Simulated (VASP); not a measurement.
# Sb (R-3m) in VASP: relaxation of cell and atoms with PBE

Aim: the relaxation of cell and atoms of Sb with PBE.

Program: VASP 6.6.1. These are calculated values, not measurements. Logs are shortened: lines on timing, memory, paths and dates and some standing lists are left out, and cuts for length are marked.

## Step 1: The cell of the first run

The structure is trigonal, space group R-3m (No. 166). The conventional cell has a = 4.374 Å, b = 4.374 Å, c = 11.540 Å, α = 90.00°, β = 90.00°, γ = 120.00°. Within 3.9 Å of Sb (site symmetry 3m) lie 6 Sb at 2.95 to 3.43 Å.

## Step 2: Relaxation of cell and atoms, PBE

The input, INCAR:

```
SYSTEM = Sb
ALGO = Normal
EDIFF = 1E-6
EDIFFG = -0.001
ENCUT = 600
GGA = PE
IBRION = 2
ISIF = 3
ISMEAR = -1
LASPH = .TRUE.
LCHARG = .FALSE.
LREAL = .FALSE.
LWAVE = .FALSE.
NELM = 100
NSW = 80
PREC = Accurate
SIGMA = 0.15
```

The input, KPOINTS:

```
k-points
0
G
  18 18 18
  0 0 0
```

The input, POSCAR:

```
Sb
1.0
    2.1871933552      1.2627766724      3.8466624061
   -2.1871933552      1.2627766724      3.8466624061
    0.0000000000     -2.5255533448      3.8466624061
Sb
2
Direct
    0.2327421822      0.2327421822      0.2327421822
    0.7672578178      0.7672578178      0.7672578178
```

Potentials or basis: VASP PAW PBE potentials, release 64 (Sb).

The run is started by

```console
$ cat potpaw_PBE.64/Sb/POTCAR > POTCAR
$ mpirun -np 1 vasp_std > vasp.out
```

OUTCAR:

```text
SYSTEM = Sb
   EDIFF = 1E-6
   EDIFFG = -0.001
   ENCUT = 600
   GGA = PE
   IBRION = 2
   ISIF = 3
   ISMEAR = -1
   LASPH = .TRUE.
   LREAL = .FALSE.
   NELM = 100
   NSW = 80
   PREC = Accurate

 ion  position               nearest neighbor table
   1  0.233  0.233  0.233-   2 2.95   2 2.95   2 2.95   2 3.43   2 3.43   2 3.43
   2  0.767  0.767  0.767-   1 2.95   1 2.95   1 2.95   1 3.43   1 3.43   1 3.43

  LATTYP: Found a trigonal (rhomboedric) cell.
 ALAT       =     4.6016552852
 COS(alpha) =     0.5481688308

  Lattice vectors:

 A1 = (   2.1871933552,   1.2627766724,   3.8466624061)
 A2 = (  -2.1871933552,   1.2627766724,   3.8466624061)
 A3 = (   0.0000000000,  -2.5255533448,   3.8466624061)

Analysis of symmetry for initial positions (statically):
=====================================================================
 Subroutine PRICEL returns:
 Original cell was already a primitive cell.

 Routine SETGRP: Setting up the symmetry group for a
 trigonal (rhombohedral) supercell.

 Subroutine GETGRP returns: Found 12 space group operations
 (whereof 12 operations were pure point group operations)
 out of a pool of 12 trial point group operations.

The static configuration has the point symmetry D_3d.

Analysis of symmetry for dynamics (positions and initial velocities):
=====================================================================
 Subroutine PRICEL returns:
 Original cell was already a primitive cell.

 Routine SETGRP: Setting up the symmetry group for a
 trigonal (rhombohedral) supercell.

 Subroutine GETGRP returns: Found 12 space group operations
 (whereof 12 operations were pure point group operations)
 out of a pool of 12 trial point group operations.

The dynamic configuration has the point symmetry D_3d.

 Subroutine INISYM returns: Found 12 space group operations
 (whereof 12 operations are pure point group operations),
 and found     1 'primitive' translations

----------------------------------------------------------------------------------------

                                     Primitive cell

  volume of cell :      63.7454

  direct lattice vectors                    reciprocal lattice vectors
     2.187193355  1.262776672  3.846662406     0.228603474  0.131984277  0.086655209
    -2.187193355  1.262776672  3.846662406    -0.228603474  0.131984277  0.086655209
     0.000000000 -2.525553345  3.846662406     0.000000000 -0.263968555  0.086655209

  length of vectors
     4.601655285  4.601655285  4.601655285     0.277828226  0.277828226  0.277828226

[... 107 lines left out ...]
   AEXX    =    0.0000 exact exchange contribution
   IVDW    =     0    specifies the selected vdW correction
   LEPSILON=     F    determine dielectric tensor
   LRPA    =     F    only Hartree local field effects (RPA)
 conjugate gradient relaxation of ions
 non-spin polarized calculation
  energy-cutoff  :      600.00
  volume of cell :       63.75
 maximum number of plane-waves:      2143
 NGX is ok and might be reduce to    40
   NGX = 19   NGY = 19   NGZ = 19

--------------------------------------- Ionic step        1  -------------------------------------------

 number of electron      10.0000000 magnetization

 Free energy of the ion-electron system (eV)
  ---------------------------------------------------
  ext. energy  EPLUGINS =         0.00000000
  ---------------------------------------------------
  free energy    TOTEN  =        -8.28433404 eV

  energy without entropy =       -8.24943183  energy(sigma->0) =       -8.26688293

------------------------ aborting loop because EDIFF is reached ----------------------------------------

  FORCE on cell =-STRESS in cart. coord.  units (eV):
  Direction    XX          YY          ZZ          XY          YZ          ZX
  --------------------------------------------------------------------------------------
  -------------------------------------------------------------------------------------
  Total        0.0149044      0.0149044      0.0276035      0.0000000     -0.0000000      0.0000000
  in kB        0.3746060      0.3746060      0.6937870      0.0000000     -0.0000000      0.0000000
  external PRESSURE =       0.4809997 kB  Pullay stress =       0.0000000 kB
[... 89 lines left out ...]
  FREE ENERGIE OF THE ION-ELECTRON SYSTEM (eV)
  ---------------------------------------------------
  free  energy   TOTEN  =        -8.2845320706 eV

  energy  without entropy=       -8.2490726103  energy(sigma->0) =       -8.26680234

[... ionic steps 4 to 33 ...]

--------------------------------------- Ionic step       34  -------------------------------------------

 number of electron      10.0000000 magnetization

------------------------ aborting loop because EDIFF is reached ----------------------------------------
[... 67 lines left out ...]
--------------------------------------- Ionic step       36  -------------------------------------------

 number of electron      10.0000000 magnetization

 Free energy of the ion-electron system (eV)
  ---------------------------------------------------
  ext. energy  EPLUGINS =         0.00000000
  ---------------------------------------------------
  free energy    TOTEN  =        -8.28479209 eV

  energy without entropy =       -8.24876403  energy(sigma->0) =       -8.26677806

 E-fermi :   6.6189     XC(G=0):  -9.3196

 val. band max:        6.5704922687   @ k =   0.4444   0.0556   0.0556
 cond. band min:       6.6456212769   @ k =   0.3333   0.1667   0.1667
 fundamental gap:      0.0751290082
 Fermi energy:         6.6188657885

 k-point     1 :       0.0000    0.0000    0.0000
  band No.  band energies     occupation
      1      -5.6685      2.00000
      2       1.6266      2.00000
      3       4.7075      1.99999
      4       4.9880      1.99996
      5       4.9880      1.99996
      6       8.7133      0.00000
      7       9.2876      0.00000
      8       9.2876      0.00000
      9      11.8233      0.00000
[... 265 lines left out ...]
 k-point    24 :      -0.2222    0.0556   -0.0000
  band No.  band energies     occupation
      1      -5.0298      2.00000
      2      -0.2238      2.00000
      3       4.4468      2.00000
      4       5.0831      1.99993
      5       5.5846      1.99798
      6       7.6517      0.00204
      7       7.7738      0.00091
      8       8.8555      0.00000
      9      11.3712      0.00000

 [... further k-points ...]
[... 5 lines left out ...]
  --------------------------------------------------------------------------------------
  -------------------------------------------------------------------------------------
  Total       -0.0009784     -0.0009784     -0.0018510     -0.0000000      0.0000000      0.0000000
  in kB       -0.0247015     -0.0247015     -0.0467347     -0.0000000      0.0000000      0.0000000
  external PRESSURE =      -0.0320459 kB  Pullay stress =       0.0000000 kB
[... 17 lines left out ...]
  FREE ENERGIE OF THE ION-ELECTRON SYSTEM (eV)
  ---------------------------------------------------
  free  energy   TOTEN  =        -8.2847920938 eV

  energy  without entropy=       -8.2487640262  energy(sigma->0) =       -8.26677806

 reached required accuracy - stopping structural energy minimisation
```

CONTCAR:

```text
Sb
   1.00000000000000
     2.1866194813080635    1.2624453461540053    3.8313200186698904
    -2.1866194813080635    1.2624453461540053    3.8313200186698904
    -0.0000000000000001   -2.5248906923080106    3.8313200186698904
  Sb
     2
Direct
     0.2335638770818669    0.2335638770818669    0.2335638770818669
     0.7664361229181333    0.7664361229181333    0.7664361229181333

  0.00000000E+00  0.00000000E+00  0.00000000E+00
  0.00000000E+00  0.00000000E+00  0.00000000E+00
```

Wall time 32 min (1 thread of Intel Xeon 6975P-C (Granite Rapids), shared host); peak memory 0.59 GiB.

What came out:

```
Free energy                           : -8.2848 eV
Relaxed volume                        : 31.73 Å³/atom
Relaxed cell                          : a = 4.588 Å, b = 4.588 Å, c = 4.588 Å, α = 56.92°, β = 56.92°, γ = 56.92°
Space group after relaxing (to 0.1 Å) : R-3m (No. 166)
Energy gained by relaxing             : 0.2 meV/atom
Ionic steps                           : 36
Pressure after relaxing               : 0.0 GPa
Band gap on the k mesh                : zero (bands 5 and 6 overlap by 0.24 eV)
```

The path:
```csv
step,energy change (eV),largest force (eV/Å),pressure (GPa),volume (Å³)
1,0.0000,0.0548,0.05,63.75
2,-0.0002,0.0237,-0.09,63.83
3,-0.0002,0.0106,-0.15,63.87
4,-0.0003,0.0033,-0.10,63.74
5,-0.0004,0.0052,-0.03,63.57
6,-0.0004,0.0020,0.01,63.53
7,-0.0004,0.0088,0.04,63.49
8,-0.0004,0.0079,0.02,63.50
9,-0.0004,0.0069,-0.01,63.52
10,-0.0005,0.0054,-0.02,63.51
11,-0.0005,0.0009,-0.01,63.49
12,-0.0005,0.0006,-0.02,63.48
13,-0.0005,0.0037,-0.04,63.46
14,-0.0005,0.0035,-0.02,63.44
15,-0.0005,0.0034,-0.01,63.43
16,-0.0005,0.0031,0.00,63.43
17,-0.0005,0.0021,0.01,63.43
18,-0.0005,0.0002,0.02,63.44
19,-0.0005,0.0005,0.01,63.44
20,-0.0005,0.0011,0.02,63.45
21,-0.0005,0.0024,0.02,63.46
22,-0.0005,0.0019,0.01,63.48
23,-0.0005,0.0019,-0.01,63.48
24,-0.0005,0.0020,-0.01,63.48
25,-0.0005,0.0020,-0.01,63.48
26,-0.0005,0.0021,-0.01,63.47
27,-0.0005,0.0024,-0.01,63.46
28,-0.0005,0.0027,0.00,63.44
29,-0.0005,0.0028,0.04,63.40
30,-0.0005,0.0024,0.02,63.44
31,-0.0005,0.0023,0.02,63.44
32,-0.0005,0.0024,0.02,63.44
33,-0.0005,0.0015,0.02,63.45
34,-0.0005,0.0011,-0.01,63.47
35,-0.0005,0.0001,-0.01,63.46
36,-0.0005,0.0008,0.00,63.46
```

Final structure:
```yaml
crystal:
  lattice:
    - [2.18662, 1.26245, 3.83132]
    - [-2.18662, 1.26245, 3.83132]
    - [0.00000, -2.52489, 3.83132]
  atoms:
    - { symbol: Sb, position: [0.23356, 0.23356, 0.23356] }
    - { symbol: Sb, position: [0.76644, 0.76644, 0.76644] }
```

Caveat: spin-orbit coupling is left out, which moves the levels of the heavy elements.

The gap in the log of VASP goes by the Fermi energy; the results here count the filled bands.